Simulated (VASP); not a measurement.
# SiC in VASP: notebook, part 2 of 2

VASP 6.6.1.

## (3) Single point, PBE

This run uses another cell than the first one, of 23.02 Å³/atom, 0.937 times its volume.

INCAR

```
ALGO = Normal
DIPOL = 0.5 0.5 0.500
EDIFF = 1E-7
ENCUT = 520
GGA = PE
IDIPOL = 3
ISIF = 2
ISMEAR = 0
LASPH = T
LCHARG = T
LDIPOL = T
LELF = T
LREAL = F
LVACPOTAV = T
LVHAR = T
LWAVE = F
NBANDS = 26
NELM = 80
PREC = Accurate
SIGMA = 0.05
```

KPOINTS

```
k-points
0
Gamma
  9 9 1
```

POSCAR

```
SiC
1.0
    3.0920147210      0.0000000000      0.0000000000
   -1.5460073605      2.6777632973      0.0000000000
    0.0000000000      0.0000000000     22.2405341083
C Si
4 4
Direct
    0.3333333333      0.6666666667      0.3147406427
    0.6666666667      0.3333333333      0.4288076181
    0.3333333333      0.6666666667      0.5442357279
    0.6666666667      0.3333333333      0.6594687294
    0.6666666667      0.3333333333      0.3430584313
    0.3333333333      0.6666666667      0.4571254066
    0.6666666667      0.3333333333      0.5708939054
    0.3333333333      0.6666666667      0.6849536136
```

Potentials or basis: VASP PAW PBE potentials, release 64 (C, Si).

The run is started by

```bash
$ cat potpaw_PBE.64/C/POTCAR potpaw_PBE.64/Si/POTCAR > POTCAR
$ mpirun -np 1 vasp_std > vasp.out
```

OUTCAR:

```text
EDIFF = 1E-7
   ENCUT = 520
   GGA = PE
   ISIF = 2
   ISMEAR = 0
   LASPH = T
   LREAL = F
   NELM = 80
   PREC = Accurate

 ion  position               nearest neighbor table
   1  0.333  0.667  0.315-   5 1.89   5 1.89   5 1.89
   2  0.667  0.333  0.429-   6 1.89   6 1.89   6 1.89   5 1.91
   3  0.333  0.667  0.544-   7 1.88   7 1.88   7 1.88   6 1.94
   4  0.667  0.333  0.659-   8 1.87   8 1.87   8 1.87   7 1.97
   5  0.667  0.333  0.343-   1 1.89   1 1.89   1 1.89   2 1.91   6 3.10   6 3.10   6 3.10
   6  0.333  0.667  0.457-   2 1.89   2 1.89   2 1.89   3 1.94   7 3.10   7 3.10   7 3.10   5 3.10
                             5 3.10   5 3.10
[... 555 lines left out ...]
  external PRESSURE =      -1.1288743 kB  Pullay stress =       0.0000000 kB

 VOLUME and BASIS-vectors are now :
 -----------------------------------------------------------------------------
  energy-cutoff  :      520.00
  volume of cell :      184.14
      direct lattice vectors                 reciprocal lattice vectors
     3.092014721  0.000000000  0.000000000     0.323413725  0.186723001  0.000000000
    -1.546007360  2.677763297  0.000000000     0.000000000  0.373446003  0.000000000
     0.000000000  0.000000000 22.240534108     0.000000000  0.000000000  0.044962949

 POSITION                                       TOTAL-FORCE (eV/Angst)
 -----------------------------------------------------------------------------------
     -0.00000      1.78518      7.00000         0.000000      0.000000      2.410297
      1.54601      0.89259      9.53691         0.000000     -0.000000      1.277437
     -0.00000      1.78518     12.10409         0.000000     -0.000000     -0.009070
      1.54601      0.89259     14.66694        -0.000000     -0.000000      0.006115
      1.54601      0.89259      7.62980        -0.000000     -0.000000     -3.011579
     -0.00000      1.78518     10.16671         0.000000     -0.000000     -0.675155
      1.54601      0.89259     12.69699        -0.000000      0.000000      0.009392
     -0.00000      1.78518     15.23373        -0.000000      0.000000     -0.007436
 -----------------------------------------------------------------------------------
    total drift:                               -0.000000     -0.000000     -0.000270

  FREE ENERGIE OF THE ION-ELECTRON SYSTEM (eV)
  ---------------------------------------------------
  free  energy   TOTEN  =       -55.9935020113 eV

  energy  without entropy=      -55.9855084259  energy(sigma->0) =      -55.98950522

 vacuum level on the upper side and lower side of the slab         5.369         7.741
```

stdout:

```text
POSCAR found type information on POSCAR C Si
 POSCAR found :  2 types and       8 ions
 scaLAPACK will be used
 LDA part: xc-table for (Slater+PW92), standard interpolation
 POSCAR, INCAR and KPOINTS ok, starting setup
 FFT: planning ... GRIDC
 FFT: planning ... GRID_SOFT
 FFT: planning ... GRID
 WAVECAR not read
 entering main loop
 -----------------------------------------------------------------------------
|                                                                             |
|           W    W    AA    RRRRR   N    N  II  N    N   GGGG   !!!           |
|           W    W   A  A   R    R  NN   N  II  NN   N  G    G  !!!           |
|           W    W  A    A  R    R  N N  N  II  N N  N  G       !!!           |
|           W WW W  AAAAAA  RRRRR   N  N N  II  N  N N  G  GGG   !            |
|           WW  WW  A    A  R   R   N   NN  II  N   NN  G    G                |
|           W    W  A    A  R    R  N    N  II  N    N   GGGG   !!!           |
|                                                                             |
|     Did not find any points to average over, which means that no vacuum     |
|     field-free region was found. Please increase the size of  your cell     |
|     in the dimension of the dipole correction to obtain accurate            |
|     workfunction values.                                                    |
|                                                                             |
 -----------------------------------------------------------------------------
```

It took 6.3 min on 1 thread of Intel Xeon Platinum 8259CL at 2.50GHz (Skylake/Cascade Lake), shared host; peak memory 0.29 GiB.

Results:

```yaml
Free_energy: -55.9935 eV
Largest_force: 3.012 eV/Å
Band_gap_on_the_k_mesh: zero (band 16 reaches 1.29 eV, above the bottom of band 17 at 0.97 eV)
```

Forces in eV/Å, atoms in the order of the input:
```
C    0.000  0.000  2.410
C    0.000  0.000  1.277
C    0.000  0.000 -0.009
C    0.000  0.000  0.006
Si   0.000  0.000 -3.012
Si   0.000  0.000 -0.675
Si   0.000  0.000  0.009
Si   0.000  0.000 -0.007
```

Levels at points of the mesh, in eV from the Fermi level:
```tsv
k point	band 14	band 15	band 16	band 17	band 18	band 19
(0.00, 0.00, 0.00)	-0.64	0.17	0.17	0.20	3.70	4.08
```

## (4) Single point, PBE

This run uses another cell than the first one, of 23.02 Å³/atom, 0.937 times its volume.

INCAR is that of step 3.

KPOINTS is that of step 3.

POSCAR

```
SiC
1.0
    3.0920147208      0.0000000000      0.0000000000
   -1.5460073604      2.6777632971      0.0000000000
    0.0000000000      0.0000000000     22.2405341039
C Si
4 4
Direct
    0.3333333333      0.6666666667      0.3147406428
    0.6666666667      0.3333333333      0.4288076181
    0.3333333333      0.6666666667      0.5442349467
    0.6666666667      0.3333333333      0.6594687041
    0.6666666667      0.3333333333      0.3430584314
    0.3333333333      0.6666666667      0.4571254067
    0.6666666667      0.3333333333      0.5708937398
    0.3333333333      0.6666666667      0.6849525553
```

The run is started by

```bash
$ cat potpaw_PBE.64/C/POTCAR potpaw_PBE.64/Si/POTCAR > POTCAR
$ mpirun -np 1 vasp_std > vasp.out
```

Run time: 6.6 min. Hardware: 1 thread of Intel Xeon Platinum 8259CL at 2.50GHz (Skylake/Cascade Lake), shared host; peak memory 0.3 GiB.

It converged, with:

```
Free energy            : -55.9935 eV
Largest force          : 3.012 eV/Å
Band gap on the k mesh : zero (band 16 reaches 1.29 eV, above the bottom of band 17 at 0.97 eV)
```

Forces on the atoms (eV/Å):
```
C    0.000  0.000  2.410
C    0.000  0.000  1.277
C    0.000  0.000 -0.009
C    0.000  0.000  0.006
Si   0.000  0.000 -3.012
Si   0.000  0.000 -0.675
Si   0.000  0.000  0.009
Si   0.000  0.000 -0.007
```

Levels at points of the mesh, in eV from the Fermi level:
```csv
k point,band 13,band 14,band 15,band 16,band 17,band 18,band 19,band 20
"(0.00, 0.00, 0.00)",-1.34,-0.64,0.17,0.17,0.20,3.70,4.08,4.67
```

## (5) Single point, PBE

INCAR

```
SYSTEM = SiC
ALGO = Normal
DIPOL = 0.5 0.5 0.343
EDIFF = 1E-7
ENCUT = 520
GGA = PE
IDIPOL = 3
ISIF = 2
ISMEAR = 0
LASPH = .True.
LCHARG = .False.
LDIPOL = .True.
LREAL = .False.
LWAVE = .False.
NBANDS = 26
NELM = 60
PREC = Accurate
SIGMA = 0.05
```

KPOINTS

```
k-points
0
Gamma
  9 9 1
  0 0 0
```

POSCAR

```
SiC
1.0
    3.0920147210      0.0000000000      0.0000000000
   -1.5460073605      2.6777632973      0.0000000000
    0.0000000000      0.0000000000     23.7337342075
C Si
4 4
Direct
    0.3333333333      0.6666666667      0.1685364791
    0.6666666667      0.3333333333      0.2754269682
    0.3333333333      0.6666666667      0.3835929564
    0.6666666667      0.3333333333      0.4915761113
    0.6666666667      0.3333333333      0.1950726634
    0.3333333333      0.6666666667      0.3019631523
    0.6666666667      0.3333333333      0.4085739433
    0.3333333333      0.6666666667      0.5154576225
```

Potentials or basis: VASP PAW PBE potentials, release 64 (C, Si).

The run is started by

```bash
$ cat potpaw_PBE.64/C/POTCAR potpaw_PBE.64/Si/POTCAR > POTCAR
$ mpirun -np 1 vasp_std > vasp.out
```

OUTCAR:

```text
SYSTEM = SiC
   EDIFF = 1E-7
   ENCUT = 520
   GGA = PE
   ISIF = 2
   ISMEAR = 0
   LASPH = .True.
   LREAL = .False.
   NELM = 60
   PREC = Accurate

 ion  position               nearest neighbor table
   1  0.333  0.667  0.169-   5 1.89   5 1.89   5 1.89
   2  0.667  0.333  0.275-   6 1.89   6 1.89   6 1.89   5 1.91
   3  0.333  0.667  0.384-   7 1.88   7 1.88   7 1.88   6 1.94
   4  0.667  0.333  0.492-   8 1.87   8 1.87   8 1.87   7 1.97
   5  0.667  0.333  0.195-   1 1.89   1 1.89   1 1.89   2 1.91   6 3.10   6 3.10   6 3.10
   6  0.333  0.667  0.302-   2 1.89   2 1.89   2 1.89   3 1.94   7 3.10   7 3.10   7 3.10   5 3.10
                             5 3.10   5 3.10
[... 556 lines left out ...]
  in kB        1.7691720      1.7691720     -6.6982263      0.0000000      0.0000000      0.0000000
  external PRESSURE =      -1.0532941 kB  Pullay stress =       0.0000000 kB

 VOLUME and BASIS-vectors are now :
 -----------------------------------------------------------------------------
  energy-cutoff  :      520.00
  volume of cell :      196.51
      direct lattice vectors                 reciprocal lattice vectors
     3.092014721  0.000000000  0.000000000     0.323413725  0.186723001  0.000000000
    -1.546007360  2.677763297  0.000000000     0.000000000  0.373446003  0.000000000
     0.000000000  0.000000000 23.733734207     0.000000000  0.000000000  0.042134120

 POSITION                                       TOTAL-FORCE (eV/Angst)
 -----------------------------------------------------------------------------------
     -0.00000      1.78518      4.00000        -0.000000      0.000000      2.410498
      1.54601      0.89259      6.53691        -0.000000     -0.000000      1.277533
     -0.00000      1.78518      9.10409        -0.000000      0.000000     -0.009073
      1.54601      0.89259     11.66694        -0.000000      0.000000      0.006511
      1.54601      0.89259      4.62980        -0.000000     -0.000000     -3.011609
     -0.00000      1.78518      7.16671         0.000000     -0.000000     -0.675165
      1.54601      0.89259      9.69699         0.000000     -0.000000      0.009260
     -0.00000      1.78518     12.23373         0.000000      0.000000     -0.007955
 -----------------------------------------------------------------------------------
    total drift:                               -0.000000     -0.000000     -0.000544

  FREE ENERGIE OF THE ION-ELECTRON SYSTEM (eV)
  ---------------------------------------------------
  free  energy   TOTEN  =       -55.9934781337 eV

  energy  without entropy=      -55.9854875798  energy(sigma->0) =      -55.98948286

 vacuum level on the upper side and lower side of the slab         4.875         7.239
```

Run time: 5.2 min. Hardware: 1 thread of Intel Xeon Platinum 8259CL at 2.50GHz (Skylake/Cascade Lake), shared host; peak memory 0.31 GiB.

What came out:

| Quantity | Value |
| --- | --- |
| Free energy | -55.9935 eV |
| Largest force | 3.012 eV/Å |
| Band gap on the k mesh | zero (band 16 reaches 0.87 eV, above the bottom of band 17 at 0.55 eV) |

Forces on the atoms (eV/Å):
```
C    0.000  0.000  2.410
C    0.000  0.000  1.278
C    0.000  0.000 -0.009
C    0.000  0.000  0.007
Si   0.000  0.000 -3.012
Si   0.000  0.000 -0.675
Si   0.000  0.000  0.009
Si   0.000  0.000 -0.008
```
